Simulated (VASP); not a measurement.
# K (Fd-3m) in VASP: a series of runs, part 2 of 2

VASP 6.6.1. The steps go on from the part before.

## 3. Single point, PBE (75.46 Å³/atom)

Input file INCAR:

```
SYSTEM = K
PREC = Accurate
ENCUT = 520
EDIFF = 1E-6
ISMEAR = -1
SIGMA = 0.1
LREAL = .FALSE.
LASPH = .TRUE.
NELM = 100
ALGO = Normal
ISIF = 2
LWAVE = .FALSE.
LCHARG = .FALSE.
GGA = PE
NBANDS = 16
```

Input file KPOINTS:

```
Automatic mesh
0
G
  8 8 8
  0 0 0
```

Input file POSCAR:

```
K
1.0
    0.0000000000      4.2258404361      4.2258404361
    4.2258404361      0.0000000000      4.2258404361
    4.2258404361      4.2258404361      0.0000000000
K
2
Direct
   -0.1250000000     -0.1250000000     -0.1250000000
    0.1250000000      0.1250000000      0.1250000000
```

Potentials or basis: VASP PAW PBE potentials, release 64 (K_sv).

The run is started by

```
> cat potpaw_PBE.64/K_sv/POTCAR > POTCAR
> mpirun -np 1 vasp_std > vasp.out
```

OUTCAR:

```text
SYSTEM = K
   PREC = Accurate
   ENCUT = 520
   EDIFF = 1E-6
   ISMEAR = -1
   LREAL = .FALSE.
   LASPH = .TRUE.
   NELM = 100
   ISIF = 2
   GGA = PE

 ion  position               nearest neighbor table
   1  0.875  0.875  0.875-   2 3.66   2 3.66   2 3.66   2 3.66
   2  0.125  0.125  0.125-   1 3.66   1 3.66   1 3.66   1 3.66

  LATTYP: Found a face centered cubic cell.
 ALAT       =     8.4516808722

  Lattice vectors:

 A1 = (   0.0000000000,   4.2258404361,   4.2258404361)
[... 643 lines left out ...]

------------------------ aborting loop because EDIFF is reached ----------------------------------------

  FORCE on cell =-STRESS in cart. coord.  units (eV):
  Direction    XX          YY          ZZ          XY          YZ          ZX
  --------------------------------------------------------------------------------------
  -------------------------------------------------------------------------------------
  Total        0.8252756      0.8252756      0.8252756     -0.0000000     -0.0000000      0.0000000
  in kB        8.7607305      8.7607305      8.7607305     -0.0000000     -0.0000000      0.0000000
  external PRESSURE =       8.7607305 kB  Pullay stress =       0.0000000 kB

 VOLUME and BASIS-vectors are now :
 -----------------------------------------------------------------------------
  energy-cutoff  :      520.00
  volume of cell :      150.93
      direct lattice vectors                 reciprocal lattice vectors
     0.000000000  4.225840436  4.225840436    -0.118319659  0.118319659  0.118319659
     4.225840436  0.000000000  4.225840436     0.118319659 -0.118319659  0.118319659
     4.225840436  4.225840436  0.000000000     0.118319659  0.118319659 -0.118319659

 POSITION                                       TOTAL-FORCE (eV/Angst)
 -----------------------------------------------------------------------------------
      7.39522      7.39522      7.39522         0.000000      0.000000      0.000000
      1.05646      1.05646      1.05646        -0.000000     -0.000000     -0.000000
 -----------------------------------------------------------------------------------
    total drift:                                0.000000      0.000000      0.000000

  FREE ENERGIE OF THE ION-ELECTRON SYSTEM (eV)
  ---------------------------------------------------
  free  energy   TOTEN  =        -1.3745494149 eV

  energy  without entropy=       -1.3258261145  energy(sigma->0) =       -1.35018776
```

OSZICAR:

```text
N       E                     dE             d eps       ncg     rms          rms(c)
DAV:   1     0.112730497897E+03    0.11273E+03   -0.76222E+03   928   0.888E+02
DAV:   2     0.714985627347E+01   -0.10558E+03   -0.10315E+03  1168   0.260E+02
DAV:   3    -0.107871862698E+01   -0.82286E+01   -0.82096E+01  1704   0.510E+01
DAV:   4    -0.138342549342E+01   -0.30471E+00   -0.30463E+00  1320   0.820E+00
DAV:   5    -0.139023336423E+01   -0.68079E-02   -0.68077E-02  1544   0.886E-01    0.275E+00
DAV:   6    -0.138076455103E+01    0.94688E-02   -0.68401E-03  1232   0.555E-01    0.180E+00
DAV:   7    -0.137454362425E+01    0.62209E-02   -0.18743E-02  1184   0.698E-01    0.162E-01
DAV:   8    -0.137459316752E+01   -0.49543E-04   -0.31091E-03  1464   0.417E-01    0.746E-02
DAV:   9    -0.137456061919E+01    0.32548E-04   -0.49447E-05  1544   0.478E-02    0.304E-02
DAV:  10    -0.137454989995E+01    0.10719E-04   -0.22592E-05  1256   0.324E-02    0.697E-03
DAV:  11    -0.137454941494E+01    0.48501E-06   -0.18933E-06   968   0.792E-03
   1 F= -.13745494E+01 E0= -.13501878E+01  d E =-.487233E-01
```

Run time: 45 s. Hardware: 1 thread of AMD EPYC 9R45 (Zen 5), shared host; peak memory 0.29 GiB.

What came out:

```yaml
Free_energy: -1.3745 eV
Pressure: 0.9 GPa
Band_gap_on_the_k_mesh: zero (bands 9 and 10 overlap by 0.76 eV)
```

## 4. Single point, PBE (84.34 Å³/atom)

This run uses another cell than the first one, of 84.34 Å³/atom.

Input file INCAR:

```
SYSTEM = K
ALGO     = Normal         ! electronic algorithm
EDIFF    = 1E-7           ! SCF threshold, eV
ENCUT    = 520            ! plane-wave cutoff, eV
GGA      = PE             ! functional
ISIF     = 2              ! what is computed and relaxed
ISMEAR   = -1             ! smearing method
LASPH    = .True.         ! aspherical terms in the spheres
LCHARG   = .False.        ! write CHGCAR
LREAL    = .False.        ! projectors in reciprocal space
LWAVE    = .False.        ! write WAVECAR
NBANDS   = 16             ! bands
NELM     = 60             ! most SCF steps
PREC     = Accurate       ! precision mode
SIGMA    = 0.1            ! smearing width, eV
```

Input file KPOINTS:

```
k-points
0
Gamma
  8 8 8
  0 0 0
```

Input file POSCAR:

```
K
1.0
    0.0000000000      4.3854549529      4.3854549529
    4.3854549529      0.0000000000      4.3854549529
    4.3854549529      4.3854549529      0.0000000000
K
2
Direct
   -0.1250000000     -0.1250000000     -0.1250000000
    0.1250000000      0.1250000000      0.1250000000
```

The run is started by

```
> cat potpaw_PBE.64/K_sv/POTCAR > POTCAR
> mpirun -np 1 vasp_std > vasp.out
```

Wall time 60 s (1 thread of AMD EPYC 9R45 (Zen 5), shared host); peak memory 0.29 GiB.

It converged, with:

```yaml
Free_energy: -1.4522 eV
Pressure: 0.5 GPa
Band_gap_on_the_k_mesh: zero (bands 9 and 10 overlap by 0.68 eV)
```

Levels at points of the mesh, in eV from the Fermi level:
```
           k point  band 7  band 8  band 9  band 10  band 11  band 12
(0.00, 0.00, 0.00)  -16.06  -16.06   -2.00     2.58     2.58     2.58
(0.50, 0.00, 0.00)  -16.05  -16.05   -0.61    -0.22     2.15     2.15
(0.50, 0.50, 0.00)  -16.04  -16.04    0.06     0.06     1.44     1.44
```

## 5. Single point, PBE (84.34 Å³/atom)

This run uses another cell than the first one, of 84.34 Å³/atom.

Input file INCAR:

```
PREC = Accurate
ENCUT = 520
EDIFF = 1E-7
ISMEAR = -1
SIGMA = 0.1
LREAL = False
LASPH = True
NELM = 80
ALGO = Normal
ISIF = 2
LWAVE = False
LCHARG = False
GGA = PE
NBANDS = 16
```

Input file KPOINTS:

```
regular mesh
0
Gamma
  8 8 8
```

POSCAR is that of step 4.

The run is started by

```
> cat potpaw_PBE.64/K_sv/POTCAR > POTCAR
> mpirun -np 1 vasp_std > vasp.out
```

Wall time 66 s (1 thread of AMD EPYC 9R45 (Zen 5), shared host); peak memory 0.29 GiB.

It converged, with:

| Item | Value |
| --- | --- |
| Free energy | -1.4522 eV |
| Pressure | 0.5 GPa |
| Band gap on the k mesh | zero (bands 9 and 10 overlap by 0.68 eV) |

Levels at points of the mesh, in eV from the Fermi level:
| k point | band 6 | band 7 | band 8 | band 9 | band 10 | band 11 | band 12 | band 13 |
| --- | --- | --- | --- | --- | --- | --- | --- | --- |
| (0.00, 0.00, 0.00) | -16.06 | -16.06 | -16.06 | -2.00 | 2.58 | 2.58 | 2.58 | 2.76 |
| (0.50, 0.00, 0.00) | -16.07 | -16.05 | -16.05 | -0.61 | -0.22 | 2.15 | 2.15 | 2.76 |
| (0.50, 0.50, 0.00) | -16.13 | -16.04 | -16.04 | 0.06 | 0.06 | 1.44 | 1.44 | 2.04 |

## 6. Single point, PBE (93.22 Å³/atom)

This run uses another cell than the first one, of 93.22 Å³/atom.

Input file INCAR:

```
  ALGO = Normal
  EDIFF = 1E-6
  ENCUT = 520
  GGA = PE
  ISIF = 2
  ISMEAR = -1
  LASPH = T
  LCHARG = F
  LREAL = F
  LWAVE = F
  NBANDS = 16
  NELM = 60
  PREC = Accurate
  SIGMA = 0.1
```

Input file KPOINTS:

```
k-points
0
Gamma
  8 8 8
```

Input file POSCAR:

```
K
1.0
    0.0000000000      4.5342265846      4.5342265846
    4.5342265846      0.0000000000      4.5342265846
    4.5342265846      4.5342265846      0.0000000000
K
2
Direct
   -0.1250000000     -0.1250000000     -0.1250000000
    0.1250000000      0.1250000000      0.1250000000
```

Potentials or basis: VASP PAW PBE potentials, release 64 (K_sv).

The run is started by

```
> cat potpaw_PBE.64/K_sv/POTCAR > POTCAR
> mpirun -np 1 vasp_std > vasp.out
```

OUTCAR:

```text
EDIFF = 1E-6
   ENCUT = 520
   GGA = PE
   ISIF = 2
   ISMEAR = -1
   LASPH = T
   LREAL = F
   NELM = 60
   PREC = Accurate

 ion  position               nearest neighbor table
   1  0.875  0.875  0.875-
   2  0.125  0.125  0.125-

  LATTYP: Found a face centered cubic cell.
 ALAT       =     9.0684531692

  Lattice vectors:

[... 639 lines left out ...]
     15       2.6240      0.00000
     16       2.9444      0.00000

 [... further k-points ...]

------------------------ aborting loop because EDIFF is reached ----------------------------------------

  FORCE on cell =-STRESS in cart. coord.  units (eV):
  Direction    XX          YY          ZZ          XY          YZ          ZX
  --------------------------------------------------------------------------------------
  -------------------------------------------------------------------------------------
  Total        0.3284221      0.3284221      0.3284221     -0.0000000      0.0000000     -0.0000000
  in kB        2.8223005      2.8223005      2.8223005     -0.0000000      0.0000000     -0.0000000
  external PRESSURE =       2.8223005 kB  Pullay stress =       0.0000000 kB

 VOLUME and BASIS-vectors are now :
 -----------------------------------------------------------------------------
  energy-cutoff  :      520.00
  volume of cell :      186.44
      direct lattice vectors                 reciprocal lattice vectors
     0.000000000  4.534226585  4.534226585    -0.110272389  0.110272389  0.110272389
     4.534226585  0.000000000  4.534226585     0.110272389 -0.110272389  0.110272389
     4.534226585  4.534226585  0.000000000     0.110272389  0.110272389 -0.110272389

 POSITION                                       TOTAL-FORCE (eV/Angst)
 -----------------------------------------------------------------------------------
      7.93490      7.93490      7.93490         0.000000      0.000000      0.000000
      1.13356      1.13356      1.13356        -0.000000     -0.000000     -0.000000
 -----------------------------------------------------------------------------------
    total drift:                                0.000000      0.000000      0.000000

  FREE ENERGIE OF THE ION-ELECTRON SYSTEM (eV)
  ---------------------------------------------------
  free  energy   TOTEN  =        -1.4972780990 eV

  energy  without entropy=       -1.4459326227  energy(sigma->0) =       -1.47160536
```

OSZICAR:

```text
N       E                     dE             d eps       ncg     rms          rms(c)
DAV:   1     0.110726614707E+03    0.11073E+03   -0.73284E+03   928   0.859E+02
DAV:   2     0.694497807445E+01   -0.10378E+03   -0.10187E+03  1160   0.246E+02
DAV:   3    -0.122423044836E+01   -0.81692E+01   -0.81464E+01  1784   0.504E+01
DAV:   4    -0.149654743105E+01   -0.27232E+00   -0.27221E+00  1256   0.803E+00
DAV:   5    -0.150333350880E+01   -0.67861E-02   -0.67859E-02  1560   0.882E-01    0.201E+00
DAV:   6    -0.149962677193E+01    0.37067E-02   -0.33157E-03  1296   0.391E-01    0.130E+00
DAV:   7    -0.149723739186E+01    0.23894E-02   -0.87382E-03  1336   0.464E-01    0.113E-01
DAV:   8    -0.149729262744E+01   -0.55236E-04   -0.13205E-03  1408   0.277E-01    0.457E-02
DAV:   9    -0.149727971913E+01    0.12908E-04   -0.43281E-05  1400   0.445E-02    0.195E-02
DAV:  10    -0.149727846152E+01    0.12576E-05   -0.60607E-06  1304   0.112E-02    0.491E-03
DAV:  11    -0.149727809897E+01    0.36256E-06   -0.12000E-06  1064   0.453E-03
   1 F= -.14972781E+01 E0= -.14716054E+01  d E =-.513455E-01
```

Wall time 53 s (1 thread of AMD EPYC 9R45 (Zen 5), shared host); peak memory 0.3 GiB.

Results:

| Quantity | Value |
| --- | --- |
| Free energy | -1.4973 eV |
| Pressure | 0.3 GPa |
| Band gap on the k mesh | zero (bands 9 and 10 overlap by 0.54 eV) |

Levels at points of the mesh, in eV from the Fermi level:
```tsv
k point	band 7	band 8	band 9	band 10	band 11	band 12
(0.00, 0.00, 0.00)	-16.05	-16.05	-1.88	2.50	2.50	2.50
(0.50, 0.00, 0.00)	-16.04	-16.04	-0.61	-0.18	2.16	2.16
(0.50, 0.50, 0.00)	-16.03	-16.03	0.05	0.05	1.42	1.42
```

## 7. Overview

```tsv
cell	gap on the mesh (eV)	pressure (GPa)
a = 5.976 Å, angles 60.0°, 2 atoms	none	0.9
a = 6.202 Å, angles 60.0°, 2 atoms	none	0.5
a = 6.412 Å, angles 60.0°, 2 atoms	none	0.3
```

Alike in all rows: task single point; level PBE; potentials or basis VASP PAW PBE potentials, release 64 (K_sv); no spin polarisation; k mesh 8 × 8 × 8; cutoff (eV) 520; smearing fermi-dirac 0.1 eV.

Total energies depend on the potentials used, so only differences within one code and one set of settings carry meaning.
